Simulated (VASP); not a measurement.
# CdO (rock salt type) (Fm-3m) in VASP: single point with PBE

Aim: the single point of CdO (rock salt type) with PBE.

Program: VASP 6.6.1. These are calculated values, not measurements. Logs are shortened: lines on timing, memory, paths and dates and some standing lists are left out, and cuts for length are marked.

## Step 1: The cell of the first run

It takes space group Fm-3m (No. 225, cubic). Conventional cell: a = 4.780 Å, b = 4.780 Å, c = 4.780 Å, α = 90.00°, β = 90.00°, γ = 90.00°. Cd (site symmetry m-3m) has 6 O at 2.39 Å within 3.2 Å. O (site symmetry m-3m) has 6 Cd at 2.39 Å within 3.2 Å.

## Step 2: Single point, PBE

File INCAR:

```
SYSTEM = CdO
  PREC = Accurate
  ENCUT = 700
  EDIFF = 1E-6
  ISMEAR = -1
  SIGMA = 0.1
  LREAL = .FALSE.
  LASPH = .TRUE.
  NELM = 120
  ALGO = Normal
  ISIF = 2
  LWAVE = .FALSE.
  LCHARG = .TRUE.
  GGA = PE
  LELF = .TRUE.
  LVHAR = .TRUE.
  NBANDS = 20
  GGA_COMPAT = .FALSE.
```

File KPOINTS:

```
regular mesh
0
G
  8 8 8
  0 0 0
```

File POSCAR:

```
CdO
1.0
    0.0000000000      2.3900000000      2.3900000000
    2.3900000000      0.0000000000      2.3900000000
    2.3900000000      2.3900000000      0.0000000000
Cd O
1 1
Direct
    0.0000000000      0.0000000000      0.0000000000
    0.5000000000      0.5000000000      0.5000000000
```

Potentials or basis: VASP PAW PBE potentials, release 64 (Cd_sv_GW, O).

Launch:

```console
$ cat potpaw_PBE.64/Cd_sv_GW/POTCAR potpaw_PBE.64/O/POTCAR > POTCAR
$ mpirun -np 1 vasp_std > vasp.out
```

OUTCAR:

```text
SYSTEM = CdO
   PREC = Accurate
   ENCUT = 700
   EDIFF = 1E-6
   ISMEAR = -1
   LREAL = .FALSE.
   LASPH = .TRUE.
   NELM = 120
   ISIF = 2
   GGA = PE

 ion  position               nearest neighbor table
   1  0.000  0.000  0.000-
   2  0.500  0.500  0.500-

  LATTYP: Found a face centered cubic cell.
 ALAT       =     4.7800000000

  Lattice vectors:

 A1 = (   0.0000000000,   2.3900000000,   2.3900000000)
 A2 = (   2.3900000000,   0.0000000000,   2.3900000000)
 A3 = (   2.3900000000,   2.3900000000,   0.0000000000)

Analysis of symmetry for initial positions (statically):
=====================================================================
 Subroutine PRICEL returns:
 Original cell was already a primitive cell.

 Routine SETGRP: Setting up the symmetry group for a
 face centered cubic supercell.

 Subroutine GETGRP returns: Found 48 space group operations
 (whereof 48 operations were pure point group operations)
 out of a pool of 48 trial point group operations.

The static configuration has the point symmetry O_h .

Analysis of symmetry for dynamics (positions and initial velocities):
=====================================================================
 Subroutine PRICEL returns:
 Original cell was already a primitive cell.

 Routine SETGRP: Setting up the symmetry group for a
 face centered cubic supercell.

 Subroutine GETGRP returns: Found 48 space group operations
 (whereof 48 operations were pure point group operations)
 out of a pool of 48 trial point group operations.

The dynamic configuration has the point symmetry O_h .

 Subroutine INISYM returns: Found 48 space group operations
 (whereof 48 operations are pure point group operations),
 and found     1 'primitive' translations

----------------------------------------------------------------------------------------

                                     Primitive cell

  volume of cell :      27.3038

  direct lattice vectors                    reciprocal lattice vectors
     0.000000000  2.390000000  2.390000000    -0.209205021  0.209205021  0.209205021
     2.390000000  0.000000000  2.390000000     0.209205021 -0.209205021  0.209205021
     2.390000000  2.390000000  0.000000000     0.209205021  0.209205021 -0.209205021

  length of vectors
     3.379970414  3.379970414  3.379970414     0.362353725  0.362353725  0.362353725

  position of ions in fractional coordinates (direct lattice)
     0.000000000  0.000000000  0.000000000
     0.500000000  0.500000000  0.500000000

  ion indices of the primitive-cell ions
   primitive index   ion index
                 1           1
                 2           2

----------------------------------------------------------------------------------------

 KPOINTS: regular mesh

Automatic generation of k-mesh.
 Grid dimensions read from file:
 generate k-points for:    8    8    8

 Generating k-lattice:

  Cartesian coordinates                     Fractional coordinates (reciprocal lattice)
    -0.026150628  0.026150628  0.026150628     0.125000000  0.000000000  0.000000000
     0.026150628 -0.026150628  0.026150628     0.000000000  0.125000000  0.000000000
     0.026150628  0.026150628 -0.026150628     0.000000000  0.000000000  0.125000000

  Length of vectors
     0.045294216  0.045294216  0.045294216

  Shift w.r.t. Gamma in fractional coordinates (k-lattice)
     0.000000000  0.000000000  0.000000000

 Subroutine IBZKPT returns following result:
 ===========================================

 Found     29 irreducible k-points:

 Following reciprocal coordinates:
            Coordinates               Weight
  0.000000  0.000000  0.000000      1.000000
  0.125000  0.000000  0.000000      8.000000
  0.250000  0.000000  0.000000      8.000000
  0.375000  0.000000  0.000000      8.000000
  0.500000  0.000000  0.000000      4.000000
  0.125000  0.125000  0.000000      6.000000
[... 16 lines left out ...]
  0.500000  0.250000  0.125000     48.000000
 -0.375000  0.250000  0.125000     24.000000
 [... further k-points ...]
   k-points           NKPTS =     29   k-points in BZ     NKDIM =     29   number of bands    NBANDS=     20
   number of dos      NEDOS =    301   number of ions     NIONS =      2
   total plane-waves  NPLWV =  27000
   dimension x,y,z NGX =    30 NGY =   30 NGZ =   30
   dimension x,y,z NGXF=    60 NGYF=   60 NGZF=   60
   ions per type =               1   1
   NGX,Y,Z   is equivalent  to a cutoff of  14.76, 14.76, 14.76 a.u.
   NGXF,Y,Z  is equivalent  to a cutoff of  29.51, 29.51, 29.51 a.u.
 SYSTEM =  CdO
   PREC   = accura    normal or accurate (medium, high low for compatibility)
   ISTART =      0    job   : 0-new  1-cont  2-samecut
   ICHARG =      2    charge: 1-file 2-atom 10-const
   ISPIN  =      1    spin polarized calculation?
   LNONCOLLINEAR =      F non collinear calculations
   LSORBIT =      F    spin-orbit coupling
   LASPH  =      T    aspherical Exc in radial PAW
   ENCUT  =  700.0 eV  51.45 Ry    7.17 a.u.   7.29  7.29  7.29*2*pi/ulx,y,z
   NELM   =    120;   NELMIN=  2; NELMDL= -5     # of ELM steps
   EDIFF  = 0.1E-05   stopping-criterion for ELM
   LREAL  =      F    real-space projection
   EDIFFG = 0.1E-04   stopping-criterion for IOM
   NSW    =      0    number of steps for IOM
   IBRION =     -1    ionic relax: 0-MD 1-quasi-New 2-CG
   NFREE  =      0    steps in history (QN), initial steepest desc. (CG)
   ISIF   =      2    stress and relaxation
   ISYM   =      2    0-nonsym 1-usesym 2-fastsym
   POTIM  = 0.5000    time-step for ionic-motion
   TEBEG  =    0.0;   TEEND  =   0.0 temperature during run
   PSTRESS=    0.0 pullay stress
   NELECT =      26.0000    total number of electrons
   NUPDOWN=      -1.0000    fix difference up-down
   EMIN   =  10.00;   EMAX   =-10.00  energy-range for DOS
   EFERMI =   0.00;   METHOD = LEGACY
   ISMEAR =    -1;   SIGMA  =   0.10  broadening in eV -4-tet -1-fermi 0-gaus
   EFERMI_NEDOS =   21; number of points for ismear=-14 and -15
   IALGO  =     38    algorithm
   IMIX   =      4    mixing-type and parameters
     AMIX     =   0.40;   BMIX     =  1.00
     AMIX_MAG =   1.60;   BMIX_MAG =  1.00
  volume/ion in A,a.u.               =      13.65        92.13
  Fermi-wavevector in a.u.,A,eV,Ry     =   1.610614  3.043619 35.294552  2.594076
  Thomas-Fermi vector in A             =   2.706136
   LORBIT       =      0    0 simple, 1 ext, 2 COOP (PROOUT), +10 PAW based schemes
   GGA     = PE    functional components
   LHFCALC =     F    Hartree Fock is set to
   AEXX    =    0.0000 exact exchange contribution
   IVDW    =     0    specifies the selected vdW correction
   LEPSILON=     F    determine dielectric tensor
   LRPA    =     F    only Hartree local field effects (RPA)
 non-spin polarized calculation
  energy-cutoff  :      700.00
  volume of cell :       27.30
 maximum number of plane-waves:      1174
 NGX is ok and might be reduce to    30
   NGX = 15   NGY = 15   NGZ = 15

 number of electron      26.0000000 magnetization

 Free energy of the ion-electron system (eV)
  ---------------------------------------------------
  ext. energy  EPLUGINS =         0.00000000
  ---------------------------------------------------
  free energy    TOTEN  =        -7.83583554 eV

  energy without entropy =       -7.83349002  energy(sigma->0) =       -7.83466278

 E-fermi :   4.7274     XC(G=0): -11.6159

 val. band max:        4.3710701462   @ k =   0.5000   0.0000   0.0000
 cond. band min:       5.2477534984   @ k =   0.1250   0.0000   0.0000
 fundamental gap:      0.8766833522
 Fermi energy:         4.7273982104

 k-point     1 :       0.0000    0.0000    0.0000
  band No.  band energies     occupation
      1     -96.0508      2.00000
      2     -57.1275      2.00000
      3     -57.1275      2.00000
      4     -57.1275      2.00000
      5     -12.6245      2.00000
      6      -2.2494      2.00000
[... 12 lines left out ...]
     19      21.8656      0.00000
     20      21.8656      0.00000

 k-point     2 :       0.1250    0.0000    0.0000
  band No.  band energies     occupation
      1     -96.0507      2.00000
      2     -57.1294      2.00000
      3     -57.1278      2.00000
      4     -57.1278      2.00000
      5     -12.5306      2.00000
      6      -2.3023      2.00000
[... 12 lines left out ...]
     19      22.4420      0.00000
     20      22.4420      0.00000

 k-point     3 :       0.2500    0.0000    0.0000
  band No.  band energies     occupation
      1     -96.0504      2.00000
      2     -57.1339      2.00000
      3     -57.1285      2.00000
      4     -57.1285      2.00000
      5     -12.2939      2.00000
      6      -2.5106      2.00000
[... 12 lines left out ...]
     19      23.3708      0.00000
     20      23.3708      0.00000

 k-point     4 :       0.3750    0.0000    0.0000
  band No.  band energies     occupation
      1     -96.0502      2.00000
      2     -57.1385      2.00000
      3     -57.1293      2.00000
      4     -57.1293      2.00000
      5     -12.0405      2.00000
      6      -2.8437      2.00000
[... 12 lines left out ...]
     19      24.6727      0.00000
     20      24.6728      0.00000

 k-point     5 :       0.5000    0.0000    0.0000
  band No.  band energies     occupation
      1     -96.0501      2.00000
      2     -57.1403      2.00000
      3     -57.1296      2.00000
      4     -57.1296      2.00000
      5     -11.9298      2.00000
      6      -3.0148      2.00000
[... 12 lines left out ...]
     19      24.5550      0.00000
     20      25.7797      0.00000

 k-point     6 :       0.1250    0.1250    0.0000
  band No.  band energies     occupation
      1     -96.0507      2.00000
      2     -57.1293      2.00000
      3     -57.1283      2.00000
      4     -57.1283      2.00000
      5     -12.5051      2.00000
      6      -2.3090      2.00000
[... 12 lines left out ...]
     19      23.1084      0.00000
     20      24.6633      0.00000

 k-point     7 :       0.2500    0.1250    0.0000
  band No.  band energies     occupation
      1     -96.0504      2.00000
      2     -57.1327      2.00000
      3     -57.1291      2.00000
      4     -57.1289      2.00000
      5     -12.3312      2.00000
      6      -2.4860      2.00000
[... 12 lines left out ...]
     19      23.5777      0.00000
     20      25.4646      0.00000
[... 277 lines left out ...]
 k-point    20 :      -0.3750    0.3750    0.0000
  band No.  band energies     occupation
      1     -96.0498      2.00000
      2     -57.1376      2.00000
      3     -57.1352      2.00000
      4     -57.1316      2.00000
      5     -11.9743      2.00000
      6      -2.6035      2.00000
[... 12 lines left out ...]
     19      25.3315      0.00000
     20      27.7137      0.00000

 k-point    21 :       0.5000    0.5000    0.0000
  band No.  band energies     occupation
      1     -96.0498      2.00000
      2     -57.1396      2.00000
      3     -57.1327      2.00000
      4     -57.1327      2.00000
      5     -12.0489      2.00000
      6      -2.6480      2.00000
[... 12 lines left out ...]
     19      26.5879      0.00000
     20      28.4040      0.00000

 k-point    22 :       0.3750    0.2500    0.1250
  band No.  band energies     occupation
      1     -96.0502      2.00000
      2     -57.1351      2.00000
      3     -57.1310      2.00000
      4     -57.1294      2.00000
      5     -12.1747      2.00000
      6      -2.5879      2.00000
[... 12 lines left out ...]
     19      25.0874      0.00000
     20      25.6153      0.00000

 k-point    23 :       0.5000    0.2500    0.1250
  band No.  band energies     occupation
      1     -96.0500      2.00000
      2     -57.1376      2.00000
      3     -57.1324      2.00000
      4     -57.1302      2.00000
      5     -12.0138      2.00000
      6      -2.6451      2.00000
[... 12 lines left out ...]
     19      24.3510      0.00000
     20      25.8133      0.00000

 k-point    24 :      -0.3750    0.2500    0.1250
  band No.  band energies     occupation
      1     -96.0499      2.00000
      2     -57.1387      2.00000
      3     -57.1328      2.00000
      4     -57.1307      2.00000
      5     -11.9458      2.00000
      6      -2.7160      2.00000
[... 12 lines left out ...]
     19      23.2687      0.00000
     20      26.3597      0.00000

 [... further k-points ...]

------------------------ aborting loop because EDIFF is reached ----------------------------------------

  FORCE on cell =-STRESS in cart. coord.  units (eV):
  Direction    XX          YY          ZZ          XY          YZ          ZX
  --------------------------------------------------------------------------------------
  -------------------------------------------------------------------------------------
  Total       -0.1929336     -0.1929336     -0.1929336     -0.0000000      0.0000000     -0.0000000
  in kB      -11.3212615    -11.3212615    -11.3212615     -0.0000000      0.0000000     -0.0000000
  external PRESSURE =     -11.3212615 kB  Pullay stress =       0.0000000 kB

 VOLUME and BASIS-vectors are now :
 -----------------------------------------------------------------------------
  energy-cutoff  :      700.00
  volume of cell :       27.30
      direct lattice vectors                 reciprocal lattice vectors
     0.000000000  2.390000000  2.390000000    -0.209205021  0.209205021  0.209205021
     2.390000000  0.000000000  2.390000000     0.209205021 -0.209205021  0.209205021
     2.390000000  2.390000000  0.000000000     0.209205021  0.209205021 -0.209205021

 POSITION                                       TOTAL-FORCE (eV/Angst)
 -----------------------------------------------------------------------------------
      0.00000      0.00000      0.00000         0.000000     -0.000000      0.000000
      2.39000      2.39000      2.39000        -0.000000      0.000000      0.000000
 -----------------------------------------------------------------------------------
    total drift:                                0.000000      0.000000      0.000000

  FREE ENERGIE OF THE ION-ELECTRON SYSTEM (eV)
  ---------------------------------------------------
  free  energy   TOTEN  =        -7.8358355392 eV

  energy  without entropy=       -7.8334900248  energy(sigma->0) =       -7.83466278
```

Run time: 28 s. Hardware: 1 thread of Intel Xeon Platinum 8259CL at 2.50GHz (Skylake/Cascade Lake), shared host; peak memory 0.19 GiB.

Results:

* Free energy: -7.8358 eV
* Pressure: -1.1 GPa
* Band gap on the k mesh: zero (bands 13 and 14 overlap by 0.51 eV)

Caveat: semilocal functionals underestimate gaps, and a narrow one can read as zero.

The gap in the log of VASP goes by the Fermi energy; the results here count the filled bands.